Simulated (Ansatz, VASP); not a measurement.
One calculation of Al4B3P, two programs

```xyz
8
Lattice="3.5092 0.0000 0.0000 -1.7546 3.0390 0.0000 0.0000 0.0000 9.6288" Properties=species:S:1:pos:R:3 pbc="T T T"
Al    1.7546    1.0130    3.2115
Al    1.7546    1.0130    8.4251
Al    0.0000    2.0260    6.4174
Al    0.0000    2.0260    1.2037
B     0.0000    0.0000    0.0000
B     0.0000    0.0000    7.8899
B     0.0000    0.0000    1.7389
P     0.0000    0.0000    4.8144
```

Change from the starting cell: species swapped into the CrNi3Sb4 type (P-3m1, No. 164).

Alike in both runs: functional PBE; k mesh 5 × 5 × 2; occupations gaussian, width 0.2 eV; no spin polarisation.

Ansatz relaxed the structure, and its values are those at the end. VASP's run is a single point on that final structure, the one shown.

|  | VASP | Ansatz |
| --- | --- | --- |
| version | VASP 6.6.1 | Ansatz 0.2.0 |
| potentials or method | VASP PAW PBE potentials, release 64 (Al, B, P), cutoff 520 eV | scalar-relativistic, plane waves, PAW |
| valence electrons in the cell | 26 | 26 |

```csv
,VASP,Ansatz,Ansatz less VASP
gap on the k mesh at the Fermi level (eV),none,none,-
pressure (GPa),-0.2,-0.1,+0.06
rms of the force components (eV/Å),0.013,0.012,-0.0012
```

A gap of «none» marks a metal or a gap that the smearing closes.

The k mesh is coarse, so the values compare programs but aren't converged.
